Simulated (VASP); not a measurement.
Mg: single point with PBEsol

Mg:

```xyz
1
Lattice="-1.4068 1.4068 1.4068 1.4068 -1.4068 1.4068 1.4068 1.4068 -1.4068" Properties=species:S:1:pos:R:3 pbc="T T T"
Mg    0.0000    0.0000    0.0000
```

This isn't the form of Mg at room conditions, which is hcp.

```json
{"Program": "VASP 6.6.1", "Task": "single point", "Functional": "PBEsol", "Potentials or basis": "VASP PAW PBE potentials, release 64 (Mg)", "Cutoff": "520 eV", "k mesh": "20 × 20 × 20", "Occupations": "gaussian, width 0.1 eV", "Spin": "no spin polarisation", "Dipole correction": "no", "Further INCAR settings": "ALGO = Fast; EDIFF = 1e-06; NBANDS = 7"}
```

```json
{
  "Pressure": "102.7 GPa",
  "Band gap on the k mesh": "zero (bands 1 and 2 overlap by 4.72 eV)"
}
```

Levels at points of the mesh, in eV from the Fermi level:
```
           k point  band 1  band 2  band 3  band 4  band 5  band 6
(0.00, 0.00, 0.00)  -10.67   18.67   18.67   18.67   21.68   21.68
(0.50, 0.00, 0.00)   -2.50   -0.99   11.40   15.96   17.01   19.34
(0.50, 0.50, 0.50)    3.74    3.74    6.98    6.98    6.98   18.47
```

It took 19 s on 1 thread of Intel Xeon 8259CL, with other jobs on the host, peak memory 0.13 GiB.

Caveat: the cell stands under pressure; the PAW data sets were made with another functional, which shifts forces and pressure a little.
